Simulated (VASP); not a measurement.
Here is a VASP 6.6.1 calculation.

The input INCAR:

```
SYSTEM = HgTe
  PREC = Accurate
  ENCUT = 520
  EDIFF = 1E-8
  ISMEAR = -1
  SIGMA = 0.03
  LREAL = .False.
  LASPH = .True.
  NELM = 60
  ALGO = Normal
  ISIF = 2
  LWAVE = .False.
  LCHARG = .False.
  GGA = CA
  LEFG = .True.
  NBANDS = 16
```

KPOINTS

```
regular mesh
0
Gamma
  11 11 11
  0 0 0
```

Contents of POSCAR:

```
HgTe
1.0
    0.0000000000      3.1590300000      3.2235000000
    3.1590300000      0.0000000000      3.2235000000
    3.1590300000      3.1590300000      0.0000000000
Hg Te
1 1
Direct
    0.0000000000      0.0000000000      0.0000000000
    0.7500000000      0.7500000000      0.7500000000
```

Potentials or basis: VASP PAW LDA potentials, release 64 (Hg, Te).

Command:

```bash
$ cat potpaw_LDA.64/Hg/POTCAR potpaw_LDA.64/Te/POTCAR > POTCAR
$ mpirun -np 1 vasp_std > vasp.out
```

Task: Predict the pressure.

Result: 2.1 GPa.

Task: What does it give for the band gap on the k mesh?

Result: Zero (filled and empty bands touch).

Stress tensor (GPa, compression positive):
```
2.22 0.00 0.00
0.00 2.22 0.00
0.00 0.00 1.90
```

Caveat: the cell differs from its parent crystal (equal xx and yy strain of -2 %); semilocal functionals underestimate gaps, so a narrow gap can read as zero; without QUAD_EFG the Cq values of the log hold for a quadrupole moment of 1 mb, not for the nuclei; spin-orbit coupling is left out, which moves the levels of the heavy elements.
